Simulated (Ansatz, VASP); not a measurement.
## Two plane-wave programs on HfC

```
CELL_PARAMETERS angstrom
3.34287 0.00000 0.00000
-1.67143 2.89501 0.00000
0.00000 0.00000 5.20271
ATOMIC_POSITIONS crystal
Hf 0.33333 0.66667 0.25000
Hf 0.66667 0.33333 0.75000
C 0.00000 0.00000 0.50000
C 0.00000 0.00000 0.00000
```

Alike in both runs: functional r2SCAN; k mesh 9 × 9 × 5; occupations fermi-dirac, width 0.05 eV; no spin polarisation.

|  | VASP | Ansatz |
| --- | --- | --- |
| version | VASP 6.6.1 | Ansatz 0.2.0 |
| potentials or method | VASP PAW PBE potentials, release 64 (Hf_pv, C) | Ansatz PAW |
| plane-wave cutoff (eV) | 520 | 500 |
| valence electrons in the cell | 28 | 60 |
| task | single point | band structure |

|  | VASP | Ansatz | Ansatz less VASP |
| --- | --- | --- | --- |
| gap on the k mesh at the Fermi level (eV) | none | none | - |
| pressure (GPa) | -3.8 | -2.7 | +1.09 |
| traceless stress, the component that is largest in VASP (GPa) | 3.99 | 3.92 | -0.066 |

VASP's potentials were made for PBE, not for r2SCAN. A gap of «none» marks a metal or a gap that the smearing closes. With one functional, cell and mesh, what is left measures potentials, basis and numerics. VASP's potentials hold 28 valence electrons a cell and Ansatz's 60, so a difference there can come from the potentials and not from the codes.

Spin-orbit coupling is off throughout.
